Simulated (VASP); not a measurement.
Crystal: Ti.

```xyz
2
Lattice="2.9500 0.0000 0.0000 -1.4750 2.5548 0.0000 0.0000 0.0000 4.6800" Properties=species:S:1:pos:R:3 pbc="T T T"
Ti    1.4750    0.8516    3.5100
Ti    0.0000    1.7032    1.1700
```

| Property | Result |
| --- | --- |
| Program | VASP 6.6.1 |
| Task | relaxation of cell and atoms |
| Functional | LDA |
| Potentials or basis | VASP PAW LDA potentials, release 64 (Ti_sv) |
| Cutoff | 600 eV |
| k mesh | 10 × 10 × 6 |
| Occupations | fermi-dirac, width 0.05 eV |
| Spin | no spin polarisation |

At the start: pressure -9.8 GPa; volume 17.64 Å³/atom.

Question: How do energy, volume and symmetry change on relaxing?

Answer: Over 11 steps the energy falls by 51.9 meV/atom and the volume is 16.06 Å³/atom (-8.9 %); space group P6_3/mmc (No. 194, to 0.1 Å) before and after.

Step by step:
```tsv
step	energy change (eV)	largest force (eV/Å)	pressure (GPa)	volume (Å³)
1	0.0000	0.0000	-9.84	35.27
2	-0.0438	0.0000	9.54	30.03
3	-0.1037	0.0000	-0.05	32.16
4	-0.1037	0.0000	0.11	32.09
5	-0.1037	0.0000	-0.01	32.14
6	-0.1038	0.0000	0.05	32.15
7	-0.1038	0.0000	-0.12	32.17
8	-0.1038	0.0000	-0.16	32.17
9	-0.1038	0.0000	-0.17	32.16
10	-0.1038	0.0000	-0.08	32.16
11	-0.1038	0.0000	0.02	32.13
```

Final structure:
```
Ti
1.0
     2.86485    0.00000    0.00000
    -1.43243    2.48103    0.00000
     0.00000    0.00000    4.52017
Ti
2
Cartesian
  1.4324 0.8270 3.3901
  0.0000 1.6540 1.1300
```
